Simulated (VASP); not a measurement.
# Te2Mo in VASP: notebook, part 2 of 2

VASP 6.6.1. Earlier steps stand in the parts before.

**3. Single point, PBEsol (biaxial strain in the a-b plane: -1.5 %, then relaxed in part)**

File INCAR:

```
PREC = Accurate ; ENCUT = 520
EDIFF = 1E-7 ; ISMEAR = 0
SIGMA = 0.02 ; LREAL = F
LASPH = T ; NELM = 100
ALGO = Normal ; ISIF = 2
LWAVE = F ; LCHARG = F
GGA = PS ; NBANDS = 20
```

File KPOINTS:

```
regular mesh
0
Gamma
  12 12 2
```

File POSCAR:

```
Te2Mo
1.0
    3.4387089123      0.0000000000      0.0000000000
   -1.7193544562      2.9780092743      0.0000000000
    0.0000000000      0.0000000000     17.6842276040
Te Mo
2 1
Direct
    0.3333333333      0.6666666667      0.8968480970
    0.3333333333      0.6666666667      0.1031519030
    0.0000000000      0.0000000000      0.0000000000
```

Potentials or basis: VASP PAW PBE potentials, release 64 (Te, Mo_sv).

On the command line:

```console
$ cat potpaw_PBE.64/Te/POTCAR potpaw_PBE.64/Mo_sv/POTCAR > POTCAR
$ mpirun -np 1 vasp_std > vasp.out
```

OUTCAR:

```text
PREC = Accurate
   ENCUT = 520
   EDIFF = 1E-7
   ISMEAR = 0
   LREAL = F
   LASPH = T
   NELM = 100
   ISIF = 2
   GGA = PS

 ion  position               nearest neighbor table
   1  0.333  0.667  0.897-   3 2.70   3 2.70   3 2.70   2 3.65
   2  0.333  0.667  0.103-   3 2.70   3 2.70   3 2.70   1 3.65
   3  0.000  0.000  0.000-   1 2.70   2 2.70   1 2.70   2 2.70   1 2.70   2 2.70

  LATTYP: Found a hexagonal cell.
 ALAT       =     3.4387089123
 C/A-ratio  =     5.1426939747

  Lattice vectors:

 A1 = (   3.4387089123,   0.0000000000,   0.0000000000)
 A2 = (  -1.7193544562,   2.9780092743,   0.0000000000)
 A3 = (   0.0000000000,   0.0000000000,  17.6842276040)

Analysis of symmetry for initial positions (statically):
=====================================================================
 Subroutine PRICEL returns:
 Original cell was already a primitive cell.

 Routine SETGRP: Setting up the symmetry group for a
 hexagonal supercell.

 Subroutine GETGRP returns: Found 12 space group operations
 (whereof 12 operations were pure point group operations)
 out of a pool of 24 trial point group operations.

The static configuration has the point symmetry D_3h.

Analysis of symmetry for dynamics (positions and initial velocities):
=====================================================================
 Subroutine PRICEL returns:
 Original cell was already a primitive cell.

 Routine SETGRP: Setting up the symmetry group for a
 hexagonal supercell.

 Subroutine GETGRP returns: Found 12 space group operations
 (whereof 12 operations were pure point group operations)
 out of a pool of 24 trial point group operations.

The dynamic configuration has the point symmetry D_3h.

 Subroutine INISYM returns: Found 12 space group operations
 (whereof 12 operations are pure point group operations),
 and found     1 'primitive' translations

----------------------------------------------------------------------------------------

                                     Primitive cell

  volume of cell :     181.0955

  direct lattice vectors                    reciprocal lattice vectors
     3.438708912  0.000000000  0.000000000     0.290806819  0.167897395  0.000000000
    -1.719354456  2.978009274  0.000000000     0.000000000  0.335794790  0.000000000
     0.000000000  0.000000000 17.684227604     0.000000000  0.000000000  0.056547564

  length of vectors
     3.438708912  3.438708912 17.684227604     0.335794790  0.335794790  0.056547564

  position of ions in fractional coordinates (direct lattice)
     0.333333333  0.666666667  0.896848097
     0.333333333  0.666666667  0.103151903
     0.000000000  0.000000000  0.000000000

  ion indices of the primitive-cell ions
   primitive index   ion index
                 1           1
                 2           2
                 3           3

----------------------------------------------------------------------------------------

 KPOINTS: regular mesh

Automatic generation of k-mesh.
 Grid dimensions read from file:
 generate k-points for:   12   12    2

 Generating k-lattice:

  Cartesian coordinates                     Fractional coordinates (reciprocal lattice)
     0.024233902  0.013991450  0.000000000     0.083333333  0.000000000  0.000000000
     0.000000000  0.027982899  0.000000000     0.000000000  0.083333333  0.000000000
     0.000000000  0.000000000  0.028273782     0.000000000  0.000000000  0.500000000

  Length of vectors
     0.027982899  0.027982899  0.028273782

  Shift w.r.t. Gamma in fractional coordinates (k-lattice)
     0.000000000  0.000000000  0.000000000

 Subroutine IBZKPT returns following result:
 ===========================================

 Found     38 irreducible k-points:

 Following reciprocal coordinates:
            Coordinates               Weight
  0.000000  0.000000  0.000000      1.000000
  0.083333  0.000000  0.000000      6.000000
  0.166667 -0.000000  0.000000      6.000000
  0.250000 -0.000000  0.000000      6.000000
  0.333333 -0.000000  0.000000      6.000000
  0.416667  0.000000  0.000000      6.000000
[... 16 lines left out ...]
  0.250000 -0.000000  0.500000      6.000000
  0.333333 -0.000000  0.500000      6.000000
 [... further k-points ...]
   k-points           NKPTS =     38   k-points in BZ     NKDIM =     38   number of bands    NBANDS=     20
   number of dos      NEDOS =    301   number of ions     NIONS =      3
   total plane-waves  NPLWV = 109760
   dimension x,y,z NGX =    28 NGY =   28 NGZ =  140
   dimension x,y,z NGXF=    56 NGYF=   56 NGZF=  280
   ions per type =               2   1
   NGX,Y,Z   is equivalent  to a cutoff of  13.54, 13.54, 13.16 a.u.
   NGXF,Y,Z  is equivalent  to a cutoff of  27.07, 27.07, 26.32 a.u.
 SYSTEM =  unknown system
   PREC   = accura    normal or accurate (medium, high low for compatibility)
   ISTART =      0    job   : 0-new  1-cont  2-samecut
   ICHARG =      2    charge: 1-file 2-atom 10-const
   ISPIN  =      1    spin polarized calculation?
   LNONCOLLINEAR =      F non collinear calculations
   LSORBIT =      F    spin-orbit coupling
   LASPH  =      T    aspherical Exc in radial PAW
   ENCUT  =  520.0 eV  38.22 Ry    6.18 a.u.   6.39  6.39 32.88*2*pi/ulx,y,z
   NELM   =    100;   NELMIN=  2; NELMDL= -5     # of ELM steps
   EDIFF  = 0.1E-06   stopping-criterion for ELM
   LREAL  =      F    real-space projection
   EDIFFG = 0.1E-05   stopping-criterion for IOM
   NSW    =      0    number of steps for IOM
   IBRION =     -1    ionic relax: 0-MD 1-quasi-New 2-CG
   NFREE  =      0    steps in history (QN), initial steepest desc. (CG)
   ISIF   =      2    stress and relaxation
   ISYM   =      2    0-nonsym 1-usesym 2-fastsym
   POTIM  = 0.5000    time-step for ionic-motion
   TEBEG  =    0.0;   TEEND  =   0.0 temperature during run
   PSTRESS=    0.0 pullay stress
   NELECT =      26.0000    total number of electrons
   NUPDOWN=      -1.0000    fix difference up-down
   EMIN   =  10.00;   EMAX   =-10.00  energy-range for DOS
   EFERMI =   0.00;   METHOD = LEGACY
   ISMEAR =     0;   SIGMA  =   0.02  broadening in eV -4-tet -1-fermi 0-gaus
   EFERMI_NEDOS =   21; number of points for ismear=-14 and -15
   IALGO  =     38    algorithm
   IMIX   =      4    mixing-type and parameters
     AMIX     =   0.40;   BMIX     =  1.00
     AMIX_MAG =   1.60;   BMIX_MAG =  1.00
  volume/ion in A,a.u.               =      60.37       407.36
  Fermi-wavevector in a.u.,A,eV,Ry     =   0.857229  1.619928  9.998122  0.734841
  Thomas-Fermi vector in A             =   1.974251
   LORBIT       =      0    0 simple, 1 ext, 2 COOP (PROOUT), +10 PAW based schemes
   GGA     = PS    functional components
   LHFCALC =     F    Hartree Fock is set to
   AEXX    =    0.0000 exact exchange contribution
   IVDW    =     0    specifies the selected vdW correction
   LEPSILON=     F    determine dielectric tensor
   LRPA    =     F    only Hartree local field effects (RPA)
 non-spin polarized calculation
 Gauss-broadening in eV      SIGMA  =   0.02
  energy-cutoff  :      520.00
  volume of cell :      181.10
 maximum number of plane-waves:      4923
 NGX is ok and might be reduce to    28

 number of electron      26.0000003 magnetization

 Free energy of the ion-electron system (eV)
  ---------------------------------------------------
  ext. energy  EPLUGINS =         0.00000000
  ---------------------------------------------------
  free energy    TOTEN  =       -19.59711397 eV

  energy without entropy =      -19.59711397  energy(sigma->0) =      -19.59711397

 E-fermi :   0.6868     XC(G=0):  -4.8737

 val. band max:        0.3965381449   @ k =   0.3333   0.3333   0.5000
 cond. band min:       1.6453987669   @ k =   0.2500   0.1667   0.0000
 fundamental gap:      1.2488606220
 Fermi energy:         0.6867743503

 k-point     1 :       0.0000    0.0000    0.0000
  band No.  band energies     occupation
      1     -60.1004      2.00000
      2     -34.3486      2.00000
      3     -34.1433      2.00000
      4     -34.1433      2.00000
      5     -12.5559      2.00000
      6     -11.6189      2.00000
[... 12 lines left out ...]
     19       5.0354      0.00000
     20       5.9523      0.00000
[... 507 lines left out ...]
 k-point    24 :       0.3333   -0.0000    0.5000
  band No.  band energies     occupation
      1     -60.0902      2.00000
      2     -34.3204      2.00000
      3     -34.2695      2.00000
      4     -34.1727      2.00000
      5     -11.0513      2.00000
      6     -10.5634      2.00000
[... 12 lines left out ...]
     19       6.3811      0.00000
     20       6.4437      0.00000

 [... further k-points ...]
[... 5 lines left out ...]
  --------------------------------------------------------------------------------------
  -------------------------------------------------------------------------------------
  Total        1.1795689      1.1795689      0.0937144     -0.0000000      0.0000000     -0.0000000
  in kB       10.4358146     10.4358146      0.8291049     -0.0000000      0.0000000     -0.0000000
  external PRESSURE =       7.2335781 kB  Pullay stress =       0.0000000 kB

 VOLUME and BASIS-vectors are now :
 -----------------------------------------------------------------------------
  energy-cutoff  :      520.00
  volume of cell :      181.10
      direct lattice vectors                 reciprocal lattice vectors
     3.438708912  0.000000000  0.000000000     0.290806819  0.167897395  0.000000000
    -1.719354456  2.978009274  0.000000000     0.000000000  0.335794790  0.000000000
     0.000000000  0.000000000 17.684227604     0.000000000  0.000000000  0.056547564

 POSITION                                       TOTAL-FORCE (eV/Angst)
 -----------------------------------------------------------------------------------
     -0.00000      1.98534     15.86007         0.000000      0.000000     -0.028556
     -0.00000      1.98534      1.82416         0.000000      0.000000      0.028556
      0.00000      0.00000      0.00000        -0.000000      0.000000      0.000000
 -----------------------------------------------------------------------------------
    total drift:                                0.000000     -0.000000     -0.000000

  FREE ENERGIE OF THE ION-ELECTRON SYSTEM (eV)
  ---------------------------------------------------
  free  energy   TOTEN  =       -19.5971139722 eV

  energy  without entropy=      -19.5971139722  energy(sigma->0) =      -19.59711397
```

OSZICAR:

```text
N       E                     dE             d eps       ncg     rms          rms(c)
DAV:   1     0.139439860068E+03    0.13944E+03   -0.11566E+04  1976   0.104E+03
DAV:   2    -0.115718912964E+02   -0.15101E+03   -0.14695E+03  2036   0.233E+02
DAV:   3    -0.201653744757E+02   -0.85935E+01   -0.84985E+01  2028   0.463E+01
[... 15 lines left out ...]
DAV:  19    -0.195971029836E+02   -0.16806E-04   -0.61009E-07  1488   0.298E-03    0.122E-03
DAV:  20    -0.195971123172E+02   -0.93337E-05   -0.48262E-07  1628   0.241E-03    0.163E-03
DAV:  21    -0.195971135982E+02   -0.12810E-05   -0.38288E-08  1408   0.828E-04    0.652E-04
DAV:  22    -0.195971139271E+02   -0.32895E-06   -0.10784E-08  1260   0.350E-04    0.189E-04
DAV:  23    -0.195971139722E+02   -0.45101E-07   -0.14437E-09  1152   0.143E-04
   1 F= -.19597114E+02 E0= -.19597114E+02  d E =-.543506E-95
```

stdout:

```text
POSCAR found type information on POSCAR TeMo
 POSCAR found :  2 types and       3 ions
 scaLAPACK will be used
 -----------------------------------------------------------------------------
|                                                                             |
|                                                                             |
|     You enforced a specific xc type in the INCAR file but a different       |
|     I HOPE YOU KNOW WHAT YOU ARE DOING!                                     |
|                                                                             |
 -----------------------------------------------------------------------------

 LDA part: xc-table for (Slater+PW92), standard interpolation
 POSCAR, INCAR and KPOINTS ok, starting setup
 FFT: planning ... GRIDC
 FFT: planning ... GRID_SOFT
 FFT: planning ... GRID
 WAVECAR not read
 entering main loop
```

Wall time 4 min (1 thread of Intel Xeon Platinum 8259CL at 2.50GHz (Skylake/Cascade Lake), shared host); peak memory 0.39 GiB.

What came out:

```yaml
Free_energy: -19.5971 eV
Largest_force: 0.029 eV/Å
Band_gap_on_the_k_mesh: 1.25 eV, indirect (least direct gap 1.34 eV)
```

Forces on the atoms (eV/Å):
```
Te   0.000  0.000 -0.029
Te   0.000  0.000  0.029
Mo   0.000  0.000  0.000
```

Levels at points of the mesh, in eV from the valence-band top:
```csv
k point,band 9,band 10,band 11,band 12,band 13,band 14,band 15,band 16,band 17,band 18
"(0.00, 0.00, 0.00)",-1.55,-1.55,-0.74,-0.74,-0.74,3.46,3.46,3.75,3.75,4.20
"(0.50, 0.00, 0.00)",-3.42,-2.27,-1.82,-0.83,-0.06,1.67,1.89,3.39,3.89,4.09
"(0.00, 0.00, 0.50)",-1.55,-1.55,-0.74,-0.74,-0.74,3.46,3.46,3.75,3.75,4.33
"(0.50, 0.00, 0.50)",-3.42,-2.27,-1.82,-0.83,-0.06,1.67,1.89,3.39,3.89,4.09
```

Caveat: the cell differs from its parent crystal (biaxial strain in the a-b plane: -1.5 %, then relaxed in part); the PAW data sets were made with another functional, which shifts forces and pressure a little; spin-orbit coupling is left out, which moves the levels of the heavy elements.

**4. Single point, PBEsol (biaxial strain in the a-b plane: -1.5 %)**

File INCAR:

```
PREC = Accurate
ENCUT = 520
EDIFF = 1E-6
ISMEAR = 0
SIGMA = 0.02
LREAL = False
LASPH = True
NELM = 60
ALGO = Normal
ISIF = 2
LWAVE = False
LCHARG = False
GGA = PS
NBANDS = 20
```

KPOINTS is that of step 3.

File POSCAR:

```
Te2Mo
1.0
    3.4387089123      0.0000000000      0.0000000000
   -1.7193544562      2.9780092743      0.0000000000
    0.0000000000      0.0000000000     17.6841616508
Te Mo
2 1
Direct
    0.3333333333      0.6666666667      0.8971077568
    0.3333333333      0.6666666667      0.1028922432
    0.0000000000      0.0000000000      0.0000000000
```

On the command line:

```console
$ cat potpaw_PBE.64/Te/POTCAR potpaw_PBE.64/Mo_sv/POTCAR > POTCAR
$ mpirun -np 1 vasp_std > vasp.out
```

Run time: 3.4 min. Hardware: 1 thread of Intel Xeon Platinum 8259CL at 2.50GHz (Skylake/Cascade Lake), shared host; peak memory 0.39 GiB.

It converged, with:

* Free energy: -19.5966 eV
* Largest force: 0.094 eV/Å
* Band gap on the k mesh: 1.26 eV, indirect (least direct gap 1.34 eV)

Forces on the atoms (eV/Å):
```
Te   0.000  0.000 -0.094
Te   0.000  0.000  0.094
Mo   0.000  0.000  0.000
```

Levels at points of the mesh, in eV from the valence-band top:
```tsv
k point	band 11	band 12	band 13	band 14	band 15	band 16
(0.00, 0.00, 0.00)	-0.75	-0.75	-0.72	3.46	3.46	3.76
(0.50, 0.00, 0.00)	-1.81	-0.83	-0.06	1.67	1.90	3.40
(0.00, 0.00, 0.50)	-0.75	-0.75	-0.72	3.46	3.46	3.76
(0.50, 0.00, 0.50)	-1.81	-0.83	-0.06	1.67	1.90	3.40
```

Caveat: the cell differs from its parent crystal (biaxial strain in the a-b plane: -1.5 %); the PAW data sets were made with another functional, which shifts forces and pressure a little; spin-orbit coupling is left out, which moves the levels of the heavy elements.

**5. Single point, PBEsol (biaxial strain in the a-b plane: +1.5 %, then relaxed in part)**

File INCAR:

```
SYSTEM = Te2Mo
PREC = Accurate
ENCUT = 520
EDIFF = 1E-7
ISMEAR = 0
SIGMA = 0.02
LREAL = .False.
LASPH = .True.
NELM = 80
ALGO = Normal
ISIF = 2
LWAVE = .False.
LCHARG = .True.
GGA = PS
LELF = .True.
LVHAR = .True.
NBANDS = 20
```

File KPOINTS:

```
regular mesh
0
Gamma
  12 12 2
  0 0 0
```

File POSCAR:

```
Te2Mo
1.0
    3.5434411635      0.0000000000      0.0000000000
   -1.7717205817      3.0687100644      0.0000000000
    0.0000000000      0.0000000000     17.3674667784
Te Mo
2 1
Direct
    0.3333333333      0.6666666667      0.8973061482
    0.3333333333      0.6666666667      0.1026938518
    0.0000000000      0.0000000000      0.0000000000
```

On the command line:

```console
$ cat potpaw_PBE.64/Te/POTCAR potpaw_PBE.64/Mo_sv/POTCAR > POTCAR
$ mpirun -np 1 vasp_std > vasp.out
```

Wall time 3.7 min (1 thread of Intel Xeon Platinum 8259CL at 2.50GHz (Skylake/Cascade Lake), shared host); peak memory 0.4 GiB.

Results (log left out):

| Quantity | Value |
| --- | --- |
| Free energy | -19.5989 eV |
| Largest force | 0.030 eV/Å |
| Band gap on the k mesh | 1.07 eV, direct |

Forces on the atoms (eV/Å):
```
Te   0.000  0.000 -0.030
Te   0.000  0.000  0.030
Mo   0.000  0.000  0.000
```

Levels at points of the mesh, in eV from the valence-band top:
```tsv
k point	band 9	band 10	band 11	band 12	band 13	band 14	band 15	band 16	band 17	band 18
(0.00, 0.00, 0.00)	-1.71	-1.63	-0.90	-0.90	-0.39	3.14	3.14	3.45	3.45	4.32
(0.50, 0.00, 0.00)	-3.33	-2.32	-1.54	-0.72	-0.31	1.43	1.77	3.37	3.80	3.98
(0.00, 0.00, 0.50)	-1.71	-1.63	-0.90	-0.90	-0.39	3.14	3.14	3.45	3.45	4.47
(0.50, 0.00, 0.50)	-3.33	-2.32	-1.54	-0.72	-0.31	1.43	1.77	3.37	3.80	3.98
```

Caveat: the cell differs from its parent crystal (biaxial strain in the a-b plane: +1.5 %, then relaxed in part); the PAW data sets were made with another functional, which shifts forces and pressure a little; spin-orbit coupling is left out, which moves the levels of the heavy elements.

**6. Single point, PBEsol (equal strain along all axes, cell held: -3.0 %, then relaxed in part)**

File INCAR:

```
ALGO = Normal
EDIFF = 1E-7
ENCUT = 520
GGA = PS
ISIF = 2
ISMEAR = 0
LASPH = T
LCHARG = T
LELF = T
LREAL = F
LVHAR = T
LWAVE = F
NBANDS = 20
NELM = 60
PREC = Accurate
SIGMA = 0.02
```

File KPOINTS:

```
k-points
0
Gamma
  12 12 2
```

File POSCAR:

```
Te2Mo
1.0
    3.3863427868      0.0000000000      0.0000000000
   -1.6931713934      2.9326588793      0.0000000000
    0.0000000000      0.0000000000     17.0006311212
Te Mo
2 1
Direct
    0.3333333333      0.6666666667      0.8914531866
    0.3333333333      0.6666666667      0.1085468134
    0.0000000000      0.0000000000      0.0000000000
```

Potentials or basis: VASP PAW PBE potentials, release 64 (Te, Mo_sv).

On the command line:

```console
$ cat potpaw_PBE.64/Te/POTCAR potpaw_PBE.64/Mo_sv/POTCAR > POTCAR
$ mpirun -np 1 vasp_std > vasp.out
```

Wall time 1.7 min (1 thread of Intel Xeon Platinum 8481C at 2.70GHz (Sapphire Rapids), shared host); peak memory 0.37 GiB.

It converged, with:

- Free energy: -19.5433 eV
- Largest force: 0.033 eV/Å
- Band gap on the k mesh: 1.09 eV, indirect (least direct gap 1.49 eV)

Forces on the atoms (eV/Å):
```
Te   0.000  0.000 -0.033
Te   0.000  0.000  0.033
Mo   0.000  0.000  0.000
```

Levels at points of the mesh, in eV from the valence-band top:
```csv
k point,band 11,band 12,band 13,band 14,band 15,band 16
"(0.00, 0.00, 0.00)",-1.01,-0.72,-0.72,3.56,3.56,3.84
"(0.50, 0.00, 0.00)",-2.05,-0.96,0.00,1.73,1.82,3.30
"(0.00, 0.00, 0.50)",-1.01,-0.72,-0.72,3.56,3.56,3.84
"(0.50, 0.00, 0.50)",-2.05,-0.96,0.00,1.73,1.82,3.30
```

Caveat: the cell differs from its parent crystal (equal strain along all axes, cell held: -3.0 %, then relaxed in part); the PAW data sets were made with another functional, which shifts forces and pressure a little; spin-orbit coupling is left out, which moves the levels of the heavy elements.

**7. Summary**

```csv
cell,gap on the mesh (eV),largest force (eV/Å)
"a = 3.386, b = 3.386, c = 17.842 Å, angles 90.0, 90.0, 120.0°, 3 atoms",1.09,0.03
"a = 3.439, b = 3.439, c = 17.684 Å, angles 90.0, 90.0, 120.0°, 3 atoms",1.26,0.09
"a = 3.543, b = 3.543, c = 17.367 Å, angles 90.0, 90.0, 120.0°, 3 atoms",1.07,0.03
"a = 3.386, b = 3.386, c = 17.001 Å, angles 90.0, 90.0, 120.0°, 3 atoms",1.09,0.03
```

Some of these runs hold the atoms at other places in the same cell, which the table doesn't show; runs alike in all that it shows share one row.

Alike in all rows: task single point; level PBEsol; potentials or basis VASP PAW PBE potentials, release 64 (Te, Mo_sv); no spin polarisation; k mesh 12 × 12 × 2; cutoff (eV) 520; smearing gaussian 0.02 eV.

Caveats: the PAW data sets were made with another functional, which shifts forces and pressure a little; spin-orbit coupling is left out, which moves the levels of the heavy elements.

Absolute energies hang on the potentials; compare differences alone.
